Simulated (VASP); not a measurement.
# Ru (P6_3/mmc) in VASP: a series of runs

Ru is run at these levels: PBEsol; tasks: single point.

Everything below comes from runs of VASP 6.6.1. Logs are shortened: lines on timing, memory, paths and dates and some standing lists are left out, and cuts for length are marked.

## Step 1: The cell of the first run

It takes space group P6_3/mmc (No. 194, hexagonal). Conventional cell: a = 2.587 Å, b = 2.587 Å, c = 4.101 Å, α = 90.00°, β = 90.00°, γ = 120.00°. Within 3.3 Å of Ru (site symmetry -6m2) lie 12 Ru at 2.54 to 2.59 Å.

## Step 2: Single point, PBEsol

File INCAR:

```
PREC = Accurate
ENCUT = 520
EDIFF = 1E-7
ISMEAR = -1
SIGMA = 0.1
LREAL = F
LASPH = T
NELM = 60
ALGO = Normal
ISIF = 2
LWAVE = F
LCHARG = T
GGA = PS
LELF = T
LVHAR = T
NBANDS = 21
```

File KPOINTS:

```
Automatic mesh
0
Gamma
  17 17 9
```

File POSCAR:

```
Ru
1.0
    2.5874166292      0.0000000000      0.0000000000
   -1.2937083146      2.2407685311      0.0000000000
    0.0000000000      0.0000000000      4.1005713486
Ru
2
Direct
    0.3333333333      0.6666666667      0.2500000000
    0.6666666667      0.3333333333      0.7500000000
```

Potentials or basis: VASP PAW PBE potentials, release 64 (Ru_pv).

The run is started by

```console
> cat potpaw_PBE.64/Ru_pv/POTCAR > POTCAR
> mpirun -np 1 vasp_std > vasp.out
```

OUTCAR:

```text
PREC = Accurate
   ENCUT = 520
   EDIFF = 1E-7
   ISMEAR = -1
   LREAL = F
   LASPH = T
   NELM = 60
   ISIF = 2
   GGA = PS

 ion  position               nearest neighbor table
   1  0.333  0.667  0.250-   2 2.54   2 2.54   2 2.54   2 2.54   2 2.54   2 2.54
   2  0.667  0.333  0.750-   1 2.54   1 2.54   1 2.54   1 2.54   1 2.54   1 2.54

  LATTYP: Found a hexagonal cell.
 ALAT       =     2.5874166292
 C/A-ratio  =     1.5848129375

  Lattice vectors:

 A1 = (   2.5874166292,   0.0000000000,   0.0000000000)
 A2 = (  -1.2937083146,   2.2407685311,   0.0000000000)
 A3 = (   0.0000000000,   0.0000000000,   4.1005713486)

Analysis of symmetry for initial positions (statically):
=====================================================================
 Subroutine PRICEL returns:
 Original cell was already a primitive cell.

 Routine SETGRP: Setting up the symmetry group for a
 hexagonal supercell.

 Subroutine GETGRP returns: Found 24 space group operations
 (whereof 12 operations were pure point group operations)
 out of a pool of 24 trial point group operations.

The static configuration has the point symmetry D_3d.
 The point group associated with its full space group is D_6h.

Analysis of symmetry for dynamics (positions and initial velocities):
=====================================================================
 Subroutine PRICEL returns:
 Original cell was already a primitive cell.

 Routine SETGRP: Setting up the symmetry group for a
 hexagonal supercell.

 Subroutine GETGRP returns: Found 24 space group operations
 (whereof 12 operations were pure point group operations)
 out of a pool of 24 trial point group operations.

The dynamic configuration has the point symmetry D_3d.
 The point group associated with its full space group is D_6h.

 Subroutine INISYM returns: Found 24 space group operations
 (whereof 12 operations are pure point group operations),
 and found     1 'primitive' translations

----------------------------------------------------------------------------------------

                                     Primitive cell

  volume of cell :      23.7743

  direct lattice vectors                    reciprocal lattice vectors
     2.587416629  0.000000000  0.000000000     0.386485883  0.223137728  0.000000000
    -1.293708315  2.240768531  0.000000000     0.000000000  0.446275457  0.000000000
     0.000000000  0.000000000  4.100571349     0.000000000  0.000000000  0.243868455

[... 79 lines left out ...]
   LSORBIT =      F    spin-orbit coupling
   LASPH  =      T    aspherical Exc in radial PAW
   ENCUT  =  520.0 eV  38.22 Ry    6.18 a.u.   4.81  4.81  7.62*2*pi/ulx,y,z
   NELM   =     60;   NELMIN=  2; NELMDL= -5     # of ELM steps
   EDIFF  = 0.1E-06   stopping-criterion for ELM
   LREAL  =      F    real-space projection
   EDIFFG = 0.1E-05   stopping-criterion for IOM
   NSW    =      0    number of steps for IOM
   IBRION =     -1    ionic relax: 0-MD 1-quasi-New 2-CG
   NFREE  =      0    steps in history (QN), initial steepest desc. (CG)
   ISIF   =      2    stress and relaxation
   ISYM   =      2    0-nonsym 1-usesym 2-fastsym
   POTIM  = 0.5000    time-step for ionic-motion
   TEBEG  =    0.0;   TEEND  =   0.0 temperature during run
   PSTRESS=    0.0 pullay stress
   NELECT =      28.0000    total number of electrons
   NUPDOWN=      -1.0000    fix difference up-down
   EMIN   =  10.00;   EMAX   =-10.00  energy-range for DOS
   EFERMI =   0.00;   METHOD = LEGACY
   ISMEAR =    -1;   SIGMA  =   0.10  broadening in eV -4-tet -1-fermi 0-gaus
   EFERMI_NEDOS =   21; number of points for ismear=-14 and -15
   IALGO  =     38    algorithm
   IMIX   =      4    mixing-type and parameters
     AMIX     =   0.40;   BMIX     =  1.00
     AMIX_MAG =   1.60;   BMIX_MAG =  1.00
  volume/ion in A,a.u.               =      11.89        80.22
  Fermi-wavevector in a.u.,A,eV,Ry     =   1.728854  3.267060 40.666935  2.988935
  Thomas-Fermi vector in A             =   2.803710
   LORBIT       =      0    0 simple, 1 ext, 2 COOP (PROOUT), +10 PAW based schemes
   GGA     = PS    functional components
   LHFCALC =     F    Hartree Fock is set to
   AEXX    =    0.0000 exact exchange contribution
   IVDW    =     0    specifies the selected vdW correction
   LEPSILON=     F    determine dielectric tensor
   LRPA    =     F    only Hartree local field effects (RPA)
 non-spin polarized calculation
  energy-cutoff  :      520.00
  volume of cell :       23.77
 maximum number of plane-waves:       659
 NGX is ok and might be reduce to    20
   NGX =  9   NGY =  9   NGZ = 15

 number of electron      28.0000007 magnetization

 Free energy of the ion-electron system (eV)
  ---------------------------------------------------
  ext. energy  EPLUGINS =         0.00000000
  ---------------------------------------------------
  free energy    TOTEN  =       -19.94349319 eV

  energy without entropy =      -19.89623196  energy(sigma->0) =      -19.91986257

 E-fermi :  15.3066     XC(G=0): -15.1194

 val. band max:       15.3007504172   @ k =   0.4118   0.0588   0.3333
 cond. band min:      15.3118861478   @ k =   0.2941   0.1176   0.1111
 fundamental gap:      0.0111357306
 Fermi energy:        15.3066024868

 k-point     1 :       0.0000    0.0000    0.0000
  band No.  band energies     occupation
      1     -28.9164      2.00000
      2     -27.4755      2.00000
      3     -27.4755      2.00000
      4     -27.2215      2.00000
      5     -27.2215      2.00000
      6     -27.1565      2.00000
[... 565 lines left out ...]
     20      25.5937      0.00000
     21      26.7626      0.00000

 [... further k-points ...]

------------------------ aborting loop because EDIFF is reached ----------------------------------------

  FORCE on cell =-STRESS in cart. coord.  units (eV):
  Direction    XX          YY          ZZ          XY          YZ          ZX
  --------------------------------------------------------------------------------------
  -------------------------------------------------------------------------------------
  Total        7.7569008      7.7569008      7.7707817      0.0000000      0.0000000      0.0000000
  in kB      522.7464412    522.7464412    523.6818928      0.0000000      0.0000000      0.0000000
  external PRESSURE =     523.0582584 kB  Pullay stress =       0.0000000 kB

 VOLUME and BASIS-vectors are now :
 -----------------------------------------------------------------------------
  energy-cutoff  :      520.00
  volume of cell :       23.77
      direct lattice vectors                 reciprocal lattice vectors
     2.587416629  0.000000000  0.000000000     0.386485883  0.223137728  0.000000000
    -1.293708315  2.240768531  0.000000000     0.000000000  0.446275457  0.000000000
     0.000000000  0.000000000  4.100571349     0.000000000  0.000000000  0.243868455

 POSITION                                       TOTAL-FORCE (eV/Angst)
 -----------------------------------------------------------------------------------
     -0.00000      1.49385      1.02514         0.000000      0.000000      0.000000
      1.29371      0.74692      3.07543        -0.000000     -0.000000      0.000000
 -----------------------------------------------------------------------------------
    total drift:                               -0.000000      0.000000     -0.000000

  FREE ENERGIE OF THE ION-ELECTRON SYSTEM (eV)
  ---------------------------------------------------
  free  energy   TOTEN  =       -19.9434931887 eV

  energy  without entropy=      -19.8962319556  energy(sigma->0) =      -19.91986257
```

OSZICAR:

```text
N       E                     dE             d eps       ncg     rms          rms(c)
DAV:   1     0.288381021069E+03    0.28838E+03   -0.17464E+04  6954   0.151E+03
DAV:   2    -0.154239191366E+02   -0.30380E+03   -0.29403E+03  7110   0.454E+02
DAV:   3    -0.213077208365E+02   -0.58838E+01   -0.58523E+01  8180   0.708E+01
DAV:   4    -0.213489002506E+02   -0.41179E-01   -0.41090E-01  8419   0.577E+00
DAV:   5    -0.213494155143E+02   -0.51526E-03   -0.51158E-03  7770   0.587E-01    0.265E+01
DAV:   6    -0.200883584511E+02    0.12611E+01   -0.25528E+00  8050   0.157E+01    0.884E+00
DAV:   7    -0.199553850478E+02    0.13297E+00   -0.50488E-01  7695   0.590E+00    0.142E+00
DAV:   8    -0.199434645648E+02    0.11920E-01   -0.17692E-02  7745   0.151E+00    0.233E-01
DAV:   9    -0.199434770680E+02   -0.12503E-04   -0.18685E-04  7890   0.137E-01    0.328E-02
DAV:  10    -0.199434934244E+02   -0.16356E-04   -0.11634E-05  7750   0.339E-02    0.644E-03
DAV:  11    -0.199434933415E+02    0.82915E-07   -0.24824E-06  7805   0.163E-02    0.198E-03
DAV:  12    -0.199434931742E+02    0.16733E-06   -0.36581E-08  4730   0.203E-03    0.836E-04
DAV:  13    -0.199434931887E+02   -0.14503E-07   -0.23944E-09  4070   0.528E-04
   1 F= -.19943493E+02 E0= -.19919863E+02  d E =-.472612E-01
```

It took 2.1 min on 1 thread of Intel Xeon 8259CL, shared host; peak memory 0.18 GiB.

Results:

* Free energy: -19.9435 eV
* Pressure: 52.3 GPa
* Band gap on the k mesh: zero (band 14 reaches 17.21 eV, above the bottom of band 15 at 13.31 eV)

Caveat: the PAW data sets were made with another functional, which shifts forces and pressure a little.

## Step 3: Single point, PBEsol

File INCAR:

```
PREC = Accurate
ENCUT = 520
EDIFF = 1E-7
ISMEAR = -1
SIGMA = 0.1
LREAL = False
LASPH = True
NELM = 80
ALGO = Normal
ISIF = 2
LWAVE = False
LCHARG = False
GGA = PS
NBANDS = 21
```

File KPOINTS:

```
regular mesh
0
Gamma
  17 17 9
```

File POSCAR:

```
Ru
1.0
    2.5874932316      0.0000000000      0.0000000000
   -1.2937466158      2.2408348707      0.0000000000
    0.0000000000      0.0000000000      4.1003221034
Ru
2
Direct
    0.3333333333      0.6666666667      0.2500000000
    0.6666666667      0.3333333333      0.7500000000
```

Potentials or basis: VASP PAW PBE potentials, release 64 (Ru_pv).

The run is started by

```console
> cat potpaw_PBE.64/Ru_pv/POTCAR > POTCAR
> mpirun -np 1 vasp_std > vasp.out
```

It took 1.8 min on 1 thread of Intel Xeon 8259CL, shared host; peak memory 0.19 GiB.

The run converged. Its results:

```yaml
Free_energy: -19.9435 eV
Pressure: 52.3 GPa
Band_gap_on_the_k_mesh: zero (band 14 reaches 17.21 eV, above the bottom of band 15 at 13.31 eV)
```

Stress tensor (GPa, compression positive):
```
52.26  0.00  0.00
 0.00 52.26  0.00
 0.00  0.00 52.41
```

Levels at points of the mesh, in eV from the Fermi level:
| k point | band 11 | band 12 | band 13 | band 14 | band 15 | band 16 | band 17 | band 18 |
| --- | --- | --- | --- | --- | --- | --- | --- | --- |
| (0.00, 0.00, 0.00) | -3.00 | -2.37 | -2.37 | -1.70 | -1.70 | 1.42 | 1.43 | 1.43 |

Caveat: the PAW data sets were made with another functional, which shifts forces and pressure a little.
